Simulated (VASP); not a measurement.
Al2Cu: relaxation of cell and atoms with PBEsol+D4

The system is Al2Cu.

```
Cu Al
1.0
    -3.03350    3.03350    2.43850
     3.03350   -3.03350    2.43850
     3.03350    3.03350   -2.43850
Cu Al
2 4
Direct
  0.25000 0.25000 0.00000
  0.75000 0.75000 0.00000
  0.34190 0.15810 0.50000
  0.84190 0.34190 0.18380
  0.65810 0.84190 0.50000
  0.15810 0.65810 0.81620
```

* Program: VASP 6.6.1
* Task: relaxation of cell and atoms
* Functional: PBEsol
* Dispersion: D4
* Potentials or basis: VASP PAW PBE potentials, release 64 (Cu, Al)
* Cutoff: 600 eV
* k mesh: 7 × 7 × 7
* Occupations: fermi-dirac, width 0.05 eV
* Spin: no spin polarisation
* Dipole correction: no
* Further INCAR settings: ALGO = Fast; EDIFF = 1e-07; IBRION = 2; EDIFFG = -0.01; NSW = 60; ISIF = 3

| Quantity | Value |
| --- | --- |
| Relaxed volume | 14.18 Å³/atom |
| Relaxed cell | a = 4.846 Å, b = 4.846 Å, c = 4.846 Å, α = 104.19°, β = 104.19°, γ = 120.65° |
| Space group after relaxing (to 0.1 Å) | I4/mcm (No. 140) |
| Energy gained by relaxing | 14.4 meV/atom |
| Ionic steps | 7 |
| Pressure after relaxing | 0.0 GPa |
| Largest force after relaxing | 0.008 eV/Å |
| Band gap on the k mesh | zero (bands 17 and 18 overlap by 3.73 eV) |
| Dispersion energy per atom | -0.243 eV |

Forces on the atoms (eV/Å):
```
Cu   0.000  0.000  0.000
Cu   0.000  0.000  0.000
Al   0.006 -0.006  0.000
Al  -0.006 -0.006  0.000
Al  -0.006  0.006  0.000
Al   0.006  0.006  0.000
```

The path:
```csv
step,energy change (eV),largest force (eV/Å),pressure (GPa),volume (Å³)
1,0.0000,0.0656,-5.54,89.76
2,-0.0711,0.0014,2.67,83.20
3,-0.0860,0.0205,-0.01,85.04
4,-0.0860,0.0193,0.14,84.95
5,-0.0861,0.0167,-0.06,85.09
6,-0.0861,0.0167,-0.08,85.09
7,-0.0862,0.0083,-0.04,85.06
```

Final structure:
```
Cu Al
1.0
    -2.97720    2.97720    2.39909
     2.97720   -2.97720    2.39909
     2.97720    2.97720   -2.39909
Cu Al
2 4
Direct
  0.25000 0.25000 0.00000
  0.75000 0.75000 0.00000
  0.34141 0.15859 0.50000
  0.84141 0.34141 0.18281
  0.65859 0.84141 0.50000
  0.15859 0.65859 0.81719
```

Levels at points of the mesh, in eV from the Fermi level:
```
           k point  band 13  band 14  band 15  band 16  band 17  band 18  band 19  band 20  band 21
(0.00, 0.00, 0.00)    -3.14    -2.13    -1.56    -1.39    -1.39    -0.98    -0.27    -0.08     1.48
```

It took 16 min on 1 thread of Intel Xeon 8259CL, with other jobs on the host, peak memory 0.31 GiB.

Caveat: the PAW data sets were made with another functional, which shifts forces and pressure a little.
